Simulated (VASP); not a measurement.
Crystal: Sm3Ta.

```
CELL_PARAMETERS angstrom
0.00000 3.64134 3.64134
3.64134 0.00000 3.64134
3.64134 3.64134 0.00000
ATOMIC_POSITIONS crystal
Sm 0.25000 0.25000 0.25000
Sm 0.75000 0.75000 0.75000
Sm 0.00000 0.00000 0.00000
Ta 0.50000 0.50000 0.50000
```

The cell was built from a structure type or drawn by symmetry, and may not be a known phase.

- Program: VASP 6.6.1
- Task: relaxation of cell and atoms
- Functional: PBE
- Potentials or basis: VASP PAW PBE potentials, release 64 (Sm_3, Ta_pv), 4f in core
- Cutoff: 500 eV
- k mesh: 5 × 5 × 5
- Occupations: gaussian, width 0.2 eV
- Spin: no spin polarisation

At the start: pressure 9.3 GPa; volume 24.14 Å³/atom.

**Question.** Where does the relaxation end?

**Answer.** Over 3 steps the energy falls by 94.9 meV/atom and the volume is 27.75 Å³/atom (+15.0 %); space group Fm-3m (No. 225, to 0.1 Å) before and after.

The path:
| step | energy change (eV) | largest force (eV/Å) | pressure (GPa) | volume (Å³) |
| --- | --- | --- | --- | --- |
| 1 | 0.0000 | 0.0000 | 9.26 | 96.56 |
| 2 | -0.3245 | 0.0000 | -2.68 | 117.40 |
| 3 | -0.3794 | 0.0000 | 0.04 | 111.01 |

Final structure:
```cif
data_structure
_symmetry_space_group_name_H-M 'P 1'
_symmetry_Int_Tables_number 1
_cell_length_a 5.3945
_cell_length_b 5.3945
_cell_length_c 5.3945
_cell_angle_alpha 60.000
_cell_angle_beta 60.000
_cell_angle_gamma 60.000
_cell_volume 111.01
loop_
_atom_site_label
_atom_site_type_symbol
_atom_site_fract_x
_atom_site_fract_y
_atom_site_fract_z
_atom_site_occupancy
Sm1 Sm 0.25000 0.25000 0.25000 1
Sm2 Sm 0.75000 0.75000 0.75000 1
Sm3 Sm 0.00000 0.00000 0.00000 1
Ta1 Ta 0.50000 0.50000 0.50000 1
```
